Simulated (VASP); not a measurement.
Set up this calculation in VASP 6.6.1, as the native input.

- Task: single point
- Functional: PBE
- Potentials or basis: VASP PAW PBE potentials, release 64 (Hf_pv, C)
- Cutoff: 520 eV
- k mesh: 15 × 15 × 15
- Occupations: fermi-dirac, width 0.01 eV
- Spin: no spin polarisation
- Dipole correction: no
- Further INCAR settings: ALGO = Normal; EDIFF = 1e-07; NBANDS = 14

The structure of HfC lies in POSCAR:

```
HfC
1.0
    0.0000000000      2.3250000000      2.3250000000
    2.3250000000      0.0000000000      2.3250000000
    2.3250000000      2.3250000000      0.0000000000
Hf C
1 1
Direct
    0.5000000000      0.5000000000      0.5000000000
    0.0000000000      0.0000000000      0.0000000000
```

These files were run (other wordings do the same):

INCAR

```
PREC = Accurate
ENCUT = 520
EDIFF = 1E-7
ISMEAR = -1
SIGMA = 0.01
LREAL = False
LASPH = True
NELM = 60
ALGO = Normal
ISIF = 2
LWAVE = False
LCHARG = False
GGA = PE
NBANDS = 14
```

KPOINTS

```
regular mesh
0
Gamma
  15 15 15
```

Potentials or basis: VASP PAW PBE potentials, release 64 (Hf_pv, C).

Command:

```console
$ cat potpaw_PBE.64/Hf_pv/POTCAR potpaw_PBE.64/C/POTCAR > POTCAR
$ mpirun -np 1 vasp_std > vasp.out
```

Results of the run:

| Item | Value |
| --- | --- |
| Pressure | -0.5 GPa |
| Band gap on the k mesh | zero (band 7 reaches 6.95 eV, above the bottom of band 8 at 5.53 eV) |

Caveat: spin-orbit coupling is left out, which moves the levels of the heavy elements.

Run time: 61 s on 1 thread of AMD EPYC 7R13, with other jobs on the host, peak memory 0.14 GiB.
